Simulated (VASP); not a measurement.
Set up this calculation in VASP 6.6.1, as the native input.

```yaml
Task: single point
Functional: PBEsol
Potentials_or_basis: VASP PAW PBE potentials, release 64 (Os)
Cutoff: 520 eV
k_mesh: 18 × 18 × 12
Occupations: gaussian, width 0.15 eV
Spin: no spin polarisation
Dipole_correction: no
Further_INCAR_settings: ALGO = Normal; EDIFF = 1e-06; NBANDS = 15
```

The structure of Os lies in POSCAR:

```
Os
1.0
    2.8434639745      0.0000000000      0.0000000000
   -1.4217319873      2.4625120367      0.0000000000
    0.0000000000      0.0000000000      4.4924880000
Os
2
Direct
    0.3333333333      0.6666666667      0.2500000000
    0.6666666667      0.3333333333      0.7500000000
```

This cell differs from its parent crystal: strain +0.040 along x and y, +0.040 along z.

These files were run (other wordings do the same):

INCAR

```
ALGO     = Normal         # electronic algorithm
EDIFF    = 1E-6           # SCF threshold, eV
ENCUT    = 520            # plane-wave cutoff, eV
GGA      = PS             # functional
ISIF     = 2              # what is computed and relaxed
ISMEAR   = 0              # smearing method
LASPH    = True           # aspherical terms in the spheres
LCHARG   = False          # write CHGCAR
LREAL    = False          # projectors in reciprocal space
LWAVE    = False          # write WAVECAR
NBANDS   = 15             # bands
NELM     = 100            # most SCF steps
PREC     = Accurate       # precision mode
SIGMA    = 0.15           # smearing width, eV
```

KPOINTS

```
k-points
0
Gamma
  18 18 12
```

Potentials or basis: VASP PAW PBE potentials, release 64 (Os).

Run with:

```bash
$ cat potpaw_PBE.64/Os/POTCAR > POTCAR
$ mpirun -np 1 vasp_std > vasp.out
```

Results of the run:

```json
{
  "Pressure": "-40.2 GPa",
  "Band gap on the k mesh": "zero (bands 8 and 9 overlap by 3.26 eV)"
}
```

Caveat: the cell differs from its parent crystal (strain +0.040 along x and y, +0.040 along z); the cell stands under tension; the PAW data sets were made with another functional, which shifts forces and pressure a little; spin-orbit coupling is left out, which moves the levels of the heavy elements.

Run time: 2.2 min on 1 thread of Oxide Virtual Turin-like Processor (shared host), peak memory 0.2 GiB.
